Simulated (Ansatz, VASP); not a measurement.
## AlN in VASP and in Ansatz

INCAR

```
SYSTEM = AlN
  PREC = Accurate
  ENCUT = 520
  EDIFF = 1E-8
  ISMEAR = -1
  SIGMA = 0.03
  LREAL = .False.
  LASPH = .True.
  NELM = 100
  ALGO = Normal
  ISIF = 2
  LWAVE = .False.
  LCHARG = .False.
  GGA = PS
  LEFG = .True.
  NBANDS = 16
```

Contents of KPOINTS:

```
Automatic mesh
0
Gamma
  10 10 6
  0 0 0
```

Contents of POSCAR:

```
AlN
1.0
    3.1110021516      0.0000000000      0.0000000000
   -1.5555010758      2.6942068945      0.0000000000
    0.0000000000      0.0000000000      5.0775600000
Al N
2 2
Direct
    0.3333333333      0.6666666667      0.0000000000
    0.6666666667      0.3333333333      0.5000000000
    0.3333333333      0.6666666667      0.3850000000
    0.6666666667      0.3333333333      0.8850000000
```

Input for Ansatz:

```yaml
crystal:
  lattice:
    - [3.1110021516, 0.0, 0.0]
    - [-1.5555010758, 2.6942068945, 0.0]
    - [0.0, 0.0, 5.07756]
  atoms:
    - { symbol: Al, position: [0.3333333333, 0.6666666667, 0.0] }
    - { symbol: Al, position: [0.6666666667, 0.3333333333, 0.5] }
    - { symbol: "N", position: [0.3333333333, 0.6666666667, 0.385] }
    - { symbol: "N", position: [0.6666666667, 0.3333333333, 0.885] }
kpoints:
  mp_grid: { grid: [10, 10, 6] }
scf:
  occupations: { method: fermi_dirac, width: 0.03 }
hamiltonian:
  xc: pbesol
  pseudopotentials: { kind: all_electron, datasets: crystal }
output:
  forces: true
  stress: true
  eigenvalues: true
  efg: { contact_densities: true }
```

Change from the starting cell: zz strain of +2 %, crystal datasets.

Alike in both runs: task electric field gradients; functional PBEsol; k mesh 10 × 10 × 6; occupations fermi-dirac, width 0.03 eV; no spin polarisation.

|  | VASP | Ansatz |
| --- | --- | --- |
| version | VASP 6.6.1 | Ansatz 0.2.0 |
| potentials or method | VASP PAW PBE potentials, release 64 (Al, N), cutoff 520 eV | all-electron PAW with datasets made for the crystal, scalar-relativistic |

|  | VASP | Ansatz | Ansatz less VASP |
| --- | --- | --- | --- |
| gap on the k mesh at the Fermi level (eV) | 3.96 | 3.95 | -0.006 |
| pressure (GPa) | -3.0 | -3.1 | -0.09 |
| traceless stress, the component that is largest in VASP (GPa) | -5.78 | -5.69 | +0.095 |
| rms of the force components (eV/Å) | 0.209 | 0.206 | -0.0026 |
| size of Vzz on the site where it differs most (V/Å²) | 12.8 | 12.1 | -0.65 |

VASP's potentials were made for PBE, not for PBEsol. Atom by atom the forces differ by 0.003 eV/Å (rms over components). Ansatz ran all-electron here, and VASP with PAW potentials.
